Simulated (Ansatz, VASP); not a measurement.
Au: VASP beside Ansatz

```
Au
1.0
     2.94010    0.00000    0.00000
     0.00000    2.94010    0.00000
     0.00000    0.00000   22.23690
Au
4
Direct
  0.25000 0.25000 0.36114
  0.75000 0.75000 0.45328
  0.25000 0.25000 0.54672
  0.75000 0.75000 0.63886
```

Alike in both runs: functional PBE; k mesh 12 × 12 × 1; occupations fermi-dirac, width 0.05 eV; no spin polarisation.

Ansatz relaxed the structure, and its values are those at the end. VASP's run is a single point on that final structure, the one shown.

|  | VASP | Ansatz |
| --- | --- | --- |
| version | VASP 6.6.1 | Ansatz 0.2.0 |
| potentials or method | VASP PAW PBE potentials, release 64 (Au), cutoff 520 eV | all-electron LAPW, scalar-relativistic |

```tsv
	VASP	Ansatz	Ansatz less VASP
rms of the force components (eV/Å)	0.005	0.002	-0.0022
```

Ansatz ran all-electron here, and VASP with PAW potentials.

Spin-orbit coupling is off throughout.
